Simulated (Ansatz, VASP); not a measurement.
# One calculation of C, two programs

File INCAR:

```
PREC = Accurate ; ENCUT = 520
EDIFF = 1E-6 ; ISMEAR = 0
SIGMA = 0.01 ; LREAL = F
LASPH = T ; NELM = 60
ALGO = Normal ; ISIF = 2
LWAVE = F ; LCHARG = F
GGA = PE ; NBANDS = 26
```

KPOINTS

```
Automatic mesh
0
Gamma
  9 9 4
```

POSCAR

```
C
1.0
    2.4665953536      0.0000000000      0.0000000000
   -1.2332976768      2.1361342371      0.0000000000
    0.0000000000      0.0000000000      8.1349378710
C
8
Direct
    0.0000000000      0.0000000000      0.0007812096
    0.3333333333      0.6666666667      0.2492781312
    0.0000000000      0.0000000000      0.5007812096
    0.6666666667      0.3333333333      0.7492781312
    0.0000000000      0.0000000000      0.1867187904
    0.3333333333      0.6666666667      0.4382218688
    0.0000000000      0.0000000000      0.6867187904
    0.6666666667      0.3333333333      0.9382218688
```

Input for Ansatz:

```yaml
crystal:
  lattice:
    - [2.4665953536, 0.0, 0.0]
    - [-1.2332976768, 2.1361342371, 0.0]
    - [0.0, 0.0, 8.134937871]
  atoms:
    - { symbol: C, position: [0.0, 0.0, 0.0007812096] }
    - { symbol: C, position: [0.3333333333, 0.6666666667, 0.2492781312] }
    - { symbol: C, position: [0.0, 0.0, 0.5007812096] }
    - { symbol: C, position: [0.6666666667, 0.3333333333, 0.7492781312] }
    - { symbol: C, position: [0.0, 0.0, 0.1867187904] }
    - { symbol: C, position: [0.3333333333, 0.6666666667, 0.4382218688] }
    - { symbol: C, position: [0.0, 0.0, 0.6867187904] }
    - { symbol: C, position: [0.6666666667, 0.3333333333, 0.9382218688] }
kpoints:
  mp_grid: { grid: [9, 9, 4] }
hamiltonian:
  xc: pbe
scf:
  occupations: { method: fixed }
  n_extra_bands: 6
output:
  forces: true
  stress: true
  eigenvalues: true
```

Alike in both runs: task single point; functional PBE; k mesh 9 × 9 × 4; no spin polarisation.

|  | VASP | Ansatz |
| --- | --- | --- |
| version | VASP 6.6.1 | Ansatz 0.2.0 |
| potentials or method | VASP PAW PBE potentials, release 64 (C) | plane waves, PAW |
| plane-wave cutoff (eV) | 520 | 420 |
| occupations | gaussian, width 0.01 eV | fixed |
| valence electrons in the cell | 32 | 32 |

Ansatz gave:

```
gap on the k mesh at the Fermi level (eV) : 4.71
rms of the force components (eV/Å)        : 0.024
```

Problem. What did VASP give for the same quantities?

Solution. gap on the k mesh at the Fermi level (eV): 4.70; rms of the force components (eV/Å): 0.026.

Atom by atom the forces differ by 0.002 eV/Å (rms over components).
